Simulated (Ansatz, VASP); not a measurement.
**BaCaF4: VASP beside Ansatz**

```xyz
6
Lattice="4.0707 0.0000 0.0000 0.0000 4.0707 0.0000 0.0000 0.0000 5.9647" Properties=species:S:1:pos:R:3 pbc="T T T"
Ba    0.0000    0.0000    0.0000
F     0.0000    2.0353    4.3108
F     0.0000    2.0353    1.6539
F     2.0353    0.0000    1.6539
F     2.0353    0.0000    4.3108
Ca    2.0353    2.0353    2.9824
```

Alike in both runs: task single point; functional PBE; k mesh 6 × 6 × 4; occupations fermi-dirac, width 0.02 eV; no spin polarisation.

|  | VASP | Ansatz |
| --- | --- | --- |
| version | VASP 6.6.1 | Ansatz 0.2.0 |
| potentials or method | VASP PAW PBE potentials, release 64 (Ba_sv, F, Ca_sv) | plane waves, PAW |
| plane-wave cutoff (eV) | 520 | 420 |
| valence electrons in the cell | 48 | 48 |

Ansatz gave:

* gap on the k mesh at the Fermi level (eV): 6.28
* pressure (GPa): 2.2
* rms of the force components (eV/Å): 0.032

Estimate VASP's values.

gap on the k mesh at the Fermi level (eV): 6.22; pressure (GPa): 3.1; rms of the force components (eV/Å): 0.002.

Spin-orbit coupling is off throughout.
